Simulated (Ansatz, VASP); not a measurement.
Two plane-wave programs on C

File INCAR:

```
PREC = Accurate
ENCUT = 600
EDIFF = 1E-6
ISMEAR = 0
SIGMA = 0.1
LREAL = F
LASPH = T
NELM = 60
ALGO = Normal
ISIF = 3
LWAVE = F
LCHARG = F
GGA = PE
IBRION = 2
NSW = 100
EDIFFG = -0.01
```

Contents of KPOINTS:

```
Automatic mesh
0
Gamma
  24 24 12
```

Contents of POSCAR:

```
C
1.0
    2.4664965449      0.0000000000      0.0000000000
   -1.2332482724      2.1360486662      0.0000000000
    0.0000000000      0.0000000000      4.4289214344
C
2
Direct
    0.6666666667      0.3333333333      0.5000000000
    0.3333333333      0.6666666667      0.5000000000
```

Input for Ansatz:

```yaml
crystal:
  lattice:
    - [2.4664965449, 0.0, 0.0]
    - [-1.2332482724, 2.1360486662, 0.0]
    - [0.0, 0.0, 4.4289214344]
  atoms:
    - { symbol: C, position: [0.6666666667, 0.3333333333, 0.5] }
    - { symbol: C, position: [0.3333333333, 0.6666666667, 0.5] }
basis:
  ecutwfc: 420
kpoints:
  mp_grid: { grid: [24, 24, 12] }
hamiltonian:
  xc: pbe
scf:
  occupations: { method: gaussian, width: 0.1 }
output:
  forces: true
  stress: true
  eigenvalues: true
relax:
  adjacent_minimum: "off"
  f_tol: 0.01
  max_steps: 80
  cell: { stress_tol: 0.05 }
```

Alike in both runs: task relaxation of cell and atoms; functional PBE; k mesh 24 × 24 × 12; occupations gaussian, width 0.1 eV; no spin polarisation.

|  | VASP | Ansatz |
| --- | --- | --- |
| version | VASP 6.6.1 | Ansatz 0.2.0 |
| potentials or method | VASP PAW PBE potentials, release 64 (C), cutoff 600 eV | scalar-relativistic, plane waves, PAW |
| valence electrons in the cell | 8 | 8 |

```csv
,VASP,Ansatz,Ansatz less VASP
"gap on the k mesh at the Fermi level, each at its own relaxed structure (eV)",none,none,-
relaxed volume (Å³/atom),10.93,11.67,+0.736
relaxed cell length with the largest relative difference (Å),4.149,4.429,+0.2796
```

A gap of «none» marks a metal or a gap that the smearing closes. One of these differences is far larger than is usual between the two programs; its cause wasn't traced.
